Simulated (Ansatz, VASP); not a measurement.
TaF3 in VASP and in Ansatz

File INCAR:

```
ALGO = Normal ; EDIFF = 1E-7
ENCUT = 520 ; GGA = PS
ISIF = 2 ; ISMEAR = 0
LASPH = True ; LCHARG = True
LELF = True ; LREAL = False
LVHAR = True ; LWAVE = False
NBANDS = 24 ; NELM = 100
PREC = Accurate ; SIGMA = 0.15
```

File KPOINTS:

```
k-points
0
Gamma
  12 12 12
```

The input POSCAR:

```
TaF3
1.0
    3.8426820000      0.0000000000      0.0000000000
    0.0000000000      3.8426820000      0.0000000000
    0.0000000000      0.0000000000      4.0182360000
Ta F
1 3
Direct
    0.0000000000      0.0000000000      0.0000000000
    0.5000000000      0.0000000000      0.0000000000
    0.0000000000      0.5000000000      0.0000000000
    0.0000000000      0.0000000000      0.5000000000
```

Input for Ansatz:

```yaml
crystal:
  lattice:
    - [3.842682, 0.0, 0.0]
    - [0.0, 3.842682, 0.0]
    - [0.0, 0.0, 4.018236]
  atoms:
    - { symbol: Ta, position: [0.0, 0.0, 0.0] }
    - { symbol: F, position: [0.5, 0.0, 0.0] }
    - { symbol: F, position: [0.0, 0.5, 0.0] }
    - { symbol: F, position: [0.0, 0.0, 0.5] }
basis:
  ecutwfc: 420
kpoints:
  mp_grid: { grid: [12, 12, 12] }
hamiltonian:
  xc: pbesol
scf:
  occupations: { method: gaussian, width: 0.15 }
output:
  forces: true
  stress: true
  eigenvalues: true
```

Change from the starting cell: strain -0.015 along x and y, +0.030 along z, atoms carried along.

Alike in both runs: task single point; functional PBEsol; k mesh 12 × 12 × 12; occupations gaussian, width 0.15 eV; no spin polarisation.

```csv
,VASP,Ansatz
version,VASP 6.6.1,Ansatz 0.2.0
potentials or method,"VASP PAW PBE potentials, release 64 (Ta_pv, F), cutoff 520 eV","scalar-relativistic, plane waves, PAW"
valence electrons in the cell,32,34
```

VASP gave:

* gap on the k mesh at the Fermi level (eV): none
* pressure (GPa): 21.8
* traceless stress, the component that is largest in VASP (GPa): -12.30

**Question.** Which values does Ansatz return?

**Answer.** gap on the k mesh at the Fermi level (eV): none; pressure (GPa): 21.3; traceless stress, the component that is largest in VASP (GPa): -12.06.

VASP's potentials were made for PBE, not for PBEsol. A gap of «none» marks a metal or a gap that the smearing closes. VASP's potentials hold 32 valence electrons a cell and Ansatz's 34, so a difference there can come from the potentials and not from the codes.

Spin-orbit coupling is off throughout.
